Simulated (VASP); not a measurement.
# Au (Fm-3m) in VASP: notebook

Runs on Au. Level: PBE. Tasks: single point.

Program: VASP 6.6.1. These are calculated values, not measurements. Logs are shortened: lines on timing, memory, paths and dates and some standing lists are left out, and cuts for length are marked.

### 1 The cell of the first run

It takes space group Fm-3m (No. 225, cubic). Conventional cell: a = 4.072 Å, b = 4.072 Å, c = 4.072 Å, α = 90.00°, β = 90.00°, γ = 90.00°. Au (site symmetry m-3m) has 12 Au at 2.88 Å within 3.8 Å.

### 2 Single point, PBE

The input, INCAR:

```
PREC = Accurate
ENCUT = 520
EDIFF = 1E-7
ISMEAR = -1
SIGMA = 0.06122561905347299
LREAL = F
LASPH = T
NELM = 60
ALGO = Normal
ISIF = 2
LWAVE = F
LCHARG = T
GGA = PE
LELF = T
LVHAR = T
NBANDS = 12
```

The input, KPOINTS:

```
regular mesh
0
Gamma
  23 23 23
```

The input, POSCAR:

```
Au
1.0
    0.0000000000      2.0362379301      2.0362379301
    2.0362379301      0.0000000000      2.0362379301
    2.0362379301      2.0362379301      0.0000000000
Au
1
Direct
    0.0000000000      0.0000000000      0.0000000000
```

Potentials or basis: VASP PAW PBE potentials, release 64 (Au).

On the command line:

```bash
$ cat potpaw_PBE.64/Au/POTCAR > POTCAR
$ mpirun -np 1 vasp_std > vasp.out
```

OUTCAR:

```text
PREC = Accurate
   ENCUT = 520
   EDIFF = 1E-7
   ISMEAR = -1
   LREAL = F
   LASPH = T
   NELM = 60
   ISIF = 2
   GGA = PE

 ion  position               nearest neighbor table
   1  0.000  0.000  0.000-

  LATTYP: Found a face centered cubic cell.
 ALAT       =     4.0724758602

  Lattice vectors:

 A1 = (   0.0000000000,   2.0362379301,   2.0362379301)
 A2 = (   2.0362379301,   0.0000000000,   2.0362379301)
 A3 = (   2.0362379301,   2.0362379301,   0.0000000000)

Analysis of symmetry for initial positions (statically):
=====================================================================
 Subroutine PRICEL returns:
 Original cell was already a primitive cell.

 Routine SETGRP: Setting up the symmetry group for a
 face centered cubic supercell.

 Subroutine GETGRP returns: Found 48 space group operations
 (whereof 48 operations were pure point group operations)
 out of a pool of 48 trial point group operations.

The static configuration has the point symmetry O_h .

Analysis of symmetry for dynamics (positions and initial velocities):
=====================================================================
 Subroutine PRICEL returns:
 Original cell was already a primitive cell.

 Routine SETGRP: Setting up the symmetry group for a
 face centered cubic supercell.

 Subroutine GETGRP returns: Found 48 space group operations
 (whereof 48 operations were pure point group operations)
 out of a pool of 48 trial point group operations.

The dynamic configuration has the point symmetry O_h .

 Subroutine INISYM returns: Found 48 space group operations
 (whereof 48 operations are pure point group operations),
 and found     1 'primitive' translations

----------------------------------------------------------------------------------------

                                     Primitive cell

  volume of cell :      16.8856

  direct lattice vectors                    reciprocal lattice vectors
     0.000000000  2.036237930  2.036237930    -0.245550872  0.245550872  0.245550872
     2.036237930  0.000000000  2.036237930     0.245550872 -0.245550872  0.245550872
     2.036237930  2.036237930  0.000000000     0.245550872  0.245550872 -0.245550872

  length of vectors
     2.879675297  2.879675297  2.879675297     0.425306587  0.425306587  0.425306587

  position of ions in fractional coordinates (direct lattice)
     0.000000000  0.000000000  0.000000000

  ion indices of the primitive-cell ions
   primitive index   ion index
                 1           1

----------------------------------------------------------------------------------------

 KPOINTS: regular mesh

Automatic generation of k-mesh.
 Grid dimensions read from file:
 generate k-points for:   23   23   23

 Generating k-lattice:

  Cartesian coordinates                     Fractional coordinates (reciprocal lattice)
    -0.010676125  0.010676125  0.010676125     0.043478261  0.000000000  0.000000000
     0.010676125 -0.010676125  0.010676125     0.000000000  0.043478261  0.000000000
     0.010676125  0.010676125 -0.010676125     0.000000000  0.000000000  0.043478261

  Length of vectors
     0.018491591  0.018491591  0.018491591

  Shift w.r.t. Gamma in fractional coordinates (k-lattice)
     0.000000000  0.000000000  0.000000000

 Subroutine IBZKPT returns following result:
 ===========================================

 Found    364 irreducible k-points:

 Following reciprocal coordinates:
            Coordinates               Weight
  0.000000  0.000000  0.000000      1.000000
  0.043478  0.000000  0.000000      8.000000
  0.086957  0.000000  0.000000      8.000000
  0.130435  0.000000  0.000000      8.000000
  0.173913  0.000000  0.000000      8.000000
  0.217391  0.000000  0.000000      8.000000
[... 16 lines left out ...]
  0.478261  0.043478  0.000000     24.000000
 -0.478261  0.043478  0.000000     24.000000
 [... further k-points ...]
   k-points           NKPTS =    364   k-points in BZ     NKDIM =    364   number of bands    NBANDS=     12
   number of dos      NEDOS =    301   number of ions     NIONS =      1
   total plane-waves  NPLWV =  13824
   dimension x,y,z NGX =    24 NGY =   24 NGZ =   24
   dimension x,y,z NGXF=    48 NGYF=   48 NGZF=   48
   ions per type =               1
   NGX,Y,Z   is equivalent  to a cutoff of  13.86, 13.86, 13.86 a.u.
   NGXF,Y,Z  is equivalent  to a cutoff of  27.71, 27.71, 27.71 a.u.
 SYSTEM =  unknown system
   PREC   = accura    normal or accurate (medium, high low for compatibility)
   ISTART =      0    job   : 0-new  1-cont  2-samecut
   ICHARG =      2    charge: 1-file 2-atom 10-const
   ISPIN  =      1    spin polarized calculation?
   LNONCOLLINEAR =      F non collinear calculations
   LSORBIT =      F    spin-orbit coupling
   LASPH  =      T    aspherical Exc in radial PAW
   ENCUT  =  520.0 eV  38.22 Ry    6.18 a.u.   5.35  5.35  5.35*2*pi/ulx,y,z
   NELM   =     60;   NELMIN=  2; NELMDL= -5     # of ELM steps
   EDIFF  = 0.1E-06   stopping-criterion for ELM
   LREAL  =      F    real-space projection
   EDIFFG = 0.1E-05   stopping-criterion for IOM
   NSW    =      0    number of steps for IOM
   IBRION =     -1    ionic relax: 0-MD 1-quasi-New 2-CG
   NFREE  =      0    steps in history (QN), initial steepest desc. (CG)
   ISIF   =      2    stress and relaxation
   ISYM   =      2    0-nonsym 1-usesym 2-fastsym
   POTIM  = 0.5000    time-step for ionic-motion
   TEBEG  =    0.0;   TEEND  =   0.0 temperature during run
   PSTRESS=    0.0 pullay stress
   NELECT =      11.0000    total number of electrons
   NUPDOWN=      -1.0000    fix difference up-down
   EMIN   =  10.00;   EMAX   =-10.00  energy-range for DOS
   EFERMI =   0.00;   METHOD = LEGACY
   ISMEAR =    -1;   SIGMA  =   0.06  broadening in eV -4-tet -1-fermi 0-gaus
   EFERMI_NEDOS =   21; number of points for ismear=-14 and -15
   IALGO  =     38    algorithm
   IMIX   =      4    mixing-type and parameters
     AMIX     =   0.40;   BMIX     =  1.00
     AMIX_MAG =   1.60;   BMIX_MAG =  1.00
  volume/ion in A,a.u.               =      16.89       113.95
  Fermi-wavevector in a.u.,A,eV,Ry     =   1.419168  2.681839 27.402656  2.014038
  Thomas-Fermi vector in A             =   2.540217
   LORBIT       =      0    0 simple, 1 ext, 2 COOP (PROOUT), +10 PAW based schemes
   GGA     = PE    functional components
   LHFCALC =     F    Hartree Fock is set to
   AEXX    =    0.0000 exact exchange contribution
   IVDW    =     0    specifies the selected vdW correction
   LEPSILON=     F    determine dielectric tensor
   LRPA    =     F    only Hartree local field effects (RPA)
 non-spin polarized calculation
  energy-cutoff  :      520.00
  volume of cell :       16.89
 maximum number of plane-waves:       469
 NGX is ok and might be reduce to    24
   NGX = 11   NGY = 11   NGZ = 11

 number of electron      10.9999999 magnetization

 Free energy of the ion-electron system (eV)
  ---------------------------------------------------
  ext. energy  EPLUGINS =         0.00000000
  ---------------------------------------------------
  free energy    TOTEN  =        -3.18932990 eV

  energy without entropy =       -3.18482878  energy(sigma->0) =       -3.18707934

 E-fermi :   9.6763     XC(G=0): -12.7729

 val. band max:        9.6749477194   @ k =  -0.3043   0.2174   0.0000
 cond. band min:       9.6916397625   @ k =  -0.2609   0.2609   0.0435
 fundamental gap:      0.0166920431
 Fermi energy:         9.6762994191

 k-point     1 :       0.0000    0.0000    0.0000
  band No.  band energies     occupation
      1      -0.3251      2.00000
      2       4.8843      2.00000
      3       4.8843      2.00000
      4       4.8843      2.00000
      5       6.4235      2.00000
      6       6.4235      2.00000
      7      24.1378      0.00000
      8      28.1916      0.00000
      9      28.1916      0.00000
     10      28.1916      0.00000
     11      33.1253      0.00000
     12      37.8673      0.00000

 k-point     2 :       0.0435    0.0000    0.0000
  band No.  band energies     occupation
      1      -0.2583      2.00000
      2       4.8617      2.00000
      3       4.9078      2.00000
      4       4.9078      2.00000
      5       6.4124      2.00000
      6       6.4124      2.00000
      7      24.2198      0.00000
      8      27.7334      0.00000
      9      28.2730      0.00000
     10      28.2730      0.00000
     11      33.5461      0.00000
     12      36.8649      0.00000

 k-point     3 :       0.0870    0.0000    0.0000
  band No.  band energies     occupation
      1      -0.0609      2.00000
      2       4.8002      2.00000
      3       4.9731      2.00000
      4       4.9731      2.00000
      5       6.3853      2.00000
      6       6.3853      2.00000
      7      24.4383      0.00000
      8      26.6805      0.00000
      9      28.5093      0.00000
     10      28.5093      0.00000
     11      33.9820      0.00000
     12      35.9935      0.00000

 k-point     4 :       0.1304    0.0000    0.0000
  band No.  band energies     occupation
      1       0.2564      2.00000
      2       4.7191      2.00000
      3       5.0623      2.00000
      4       5.0623      2.00000
      5       6.3620      2.00000
      6       6.3620      2.00000
      7      24.6103      0.00000
      8      25.5043      0.00000
      9      28.8737      0.00000
     10      28.8737      0.00000
     11      33.0253      0.00000
     12      35.3322      0.00000

 k-point     5 :       0.1739    0.0000    0.0000
  band No.  band energies     occupation
      1       0.6712      2.00000
      2       4.6523      2.00000
      3       5.1436      2.00000
      4       5.1436      2.00000
      5       6.3763      2.00000
      6       6.3763      2.00000
      7      23.6627      0.00000
      8      25.2789      0.00000
      9      29.3061      0.00000
     10      29.3061      0.00000
     11      31.9574      0.00000
     12      34.1530      0.00000
[... 228 lines left out ...]
      1       2.2430      2.00000
      2       4.9206      2.00000
      3       5.0075      2.00000
      4       6.1827      2.00000
      5       7.3996      2.00000
      6       7.4552      2.00000
      7      15.9122      0.00000
      8      24.1596      0.00000
      9      27.2019      0.00000
     10      27.9878      0.00000
     11      33.7353      0.00000
     12      33.7879      0.00000

 k-point    22 :       0.4348    0.0435    0.0000
  band No.  band energies     occupation
      1       2.2751      2.00000
      2       4.8564      2.00000
      3       4.9415      2.00000
      4       6.8224      2.00000
      5       7.5612      2.00000
      6       8.0272      2.00000
      7      14.3707      0.00000
      8      23.8696      0.00000
      9      26.8331      0.00000
     10      27.2702      0.00000
     11      34.2328      0.00000
     12      34.4569      0.00000

 k-point    23 :       0.4783    0.0435    0.0000
  band No.  band energies     occupation
      1       2.2791      2.00000
      2       4.8196      2.00000
      3       4.8980      2.00000
      4       7.1849      2.00000
      5       7.6418      2.00000
      6       8.7340      2.00000
      7      13.1554      0.00000
      8      23.6976      0.00000
      9      26.6757      0.00000
     10      26.7677      0.00000
     11      34.5702      0.00000
     12      34.7546      0.00000

 k-point    24 :      -0.4783    0.0435    0.0000
  band No.  band energies     occupation
      1       2.2788      2.00000
      2       4.8140      2.00000
      3       4.8827      2.00000
      4       7.2969      2.00000
      5       7.6265      2.00000
      6       9.0207      1.99996
      7      12.7594      0.00000
      8      23.6527      0.00000
      9      26.5115      0.00000
     10      26.7693      0.00000
     11      34.7250      0.00000
     12      34.7263      0.00000

 [... further k-points ...]

------------------------ aborting loop because EDIFF is reached ----------------------------------------

  FORCE on cell =-STRESS in cart. coord.  units (eV):
  Direction    XX          YY          ZZ          XY          YZ          ZX
  --------------------------------------------------------------------------------------
  -------------------------------------------------------------------------------------
  Total        1.0631810      1.0631810      1.0631810      0.0000000      0.0000000     -0.0000000
  in kB      100.8793341    100.8793341    100.8793341      0.0000000      0.0000000     -0.0000000
  external PRESSURE =     100.8793341 kB  Pullay stress =       0.0000000 kB

 VOLUME and BASIS-vectors are now :
 -----------------------------------------------------------------------------
  energy-cutoff  :      520.00
  volume of cell :       16.89
      direct lattice vectors                 reciprocal lattice vectors
     0.000000000  2.036237930  2.036237930    -0.245550872  0.245550872  0.245550872
     2.036237930  0.000000000  2.036237930     0.245550872 -0.245550872  0.245550872
     2.036237930  2.036237930  0.000000000     0.245550872  0.245550872 -0.245550872

 POSITION                                       TOTAL-FORCE (eV/Angst)
 -----------------------------------------------------------------------------------
      0.00000      0.00000      0.00000         0.000000      0.000000      0.000000
 -----------------------------------------------------------------------------------
    total drift:                               -0.000000      0.000000     -0.000000

  FREE ENERGIE OF THE ION-ELECTRON SYSTEM (eV)
  ---------------------------------------------------
  free  energy   TOTEN  =        -3.1893298993 eV

  energy  without entropy=       -3.1848287846  energy(sigma->0) =       -3.18707934
```

Wall time 51 s (1 thread of Intel Xeon Platinum 8488C (Sapphire Rapids), shared host); peak memory 0.2 GiB.

What came out:

| Item | Value |
| --- | --- |
| Free energy | -3.1893 eV |
| Pressure | 10.1 GPa |
| Band gap on the k mesh | zero (an odd number of electrons rules out a gap without spin polarisation) |

Caveat: the cell stands under pressure; spin-orbit coupling is left out, which moves the levels of the heavy elements.

### 3 Single point, PBE

The input, INCAR:

```
SYSTEM = Au
  PREC = Accurate
  ENCUT = 520
  EDIFF = 1E-7
  ISMEAR = -1
  SIGMA = 0.06122561905347299
  LREAL = .False.
  LASPH = .True.
  NELM = 80
  ALGO = Normal
  ISIF = 2
  LWAVE = .False.
  LCHARG = .True.
  GGA = PE
  LELF = .True.
  LVHAR = .True.
  NBANDS = 12
```

The input, KPOINTS:

```
regular mesh
0
Gamma
  23 23 23
  0 0 0
```

POSCAR is that of step 2.

Potentials or basis: VASP PAW PBE potentials, release 64 (Au).

On the command line:

```bash
$ cat potpaw_PBE.64/Au/POTCAR > POTCAR
$ mpirun -np 1 vasp_std > vasp.out
```

Wall time 39 s (1 thread of Intel Xeon Platinum 8488C (Sapphire Rapids), shared host); peak memory 0.2 GiB.

Results (log left out):

- Free energy: -3.1893 eV
- Pressure: 10.1 GPa
- Band gap on the k mesh: zero (an odd number of electrons rules out a gap without spin polarisation)

Levels at points of the mesh, in eV from the Fermi level:
| k point | band 4 | band 5 | band 6 | band 7 | band 8 | band 9 |
| --- | --- | --- | --- | --- | --- | --- |
| (0.00, 0.00, 0.00) | -4.79 | -3.25 | -3.25 | 14.46 | 18.52 | 18.52 |

Caveat: the cell stands under pressure; spin-orbit coupling is left out, which moves the levels of the heavy elements.

### 4 Single point, PBE

This run uses another cell than the first one, of 17.24 Å³/atom.

The input, INCAR:

```
PREC = Accurate
ENCUT = 520
EDIFF = 1E-7
ISMEAR = -1
SIGMA = 0.06122561905347299
LREAL = False
LASPH = True
NELM = 80
ALGO = Normal
ISIF = 2
LWAVE = False
LCHARG = True
GGA = PE
LELF = True
LVHAR = True
NBANDS = 12
```

The input, KPOINTS:

```
Automatic mesh
0
Gamma
  23 23 23
```

The input, POSCAR:

```
Au
1.0
    0.0000000000      2.0505781063      2.0505781063
    2.0505781063      0.0000000000      2.0505781063
    2.0505781063      2.0505781063      0.0000000000
Au
1
Direct
    0.0000000000      0.0000000000      0.0000000000
```

On the command line:

```bash
$ cat potpaw_PBE.64/Au/POTCAR > POTCAR
$ mpirun -np 1 vasp_std > vasp.out
```

It took 44 s on 1 thread of Intel Xeon Platinum 8488C (Sapphire Rapids), shared host; peak memory 0.2 GiB.

Results (log left out):

- Free energy: -3.2078 eV
- Pressure: 6.2 GPa
- Band gap on the k mesh: zero (an odd number of electrons rules out a gap without spin polarisation)

Levels at points of the mesh, in eV from the Fermi level:
| k point | band 3 | band 4 | band 5 | band 6 | band 7 | band 8 | band 9 | band 10 |
| --- | --- | --- | --- | --- | --- | --- | --- | --- |
| (0.00, 0.00, 0.00) | -4.67 | -4.67 | -3.19 | -3.19 | 14.50 | 18.43 | 18.43 | 18.43 |

Caveat: the cell stands under pressure; spin-orbit coupling is left out, which moves the levels of the heavy elements.

[end of part 1 of 2]
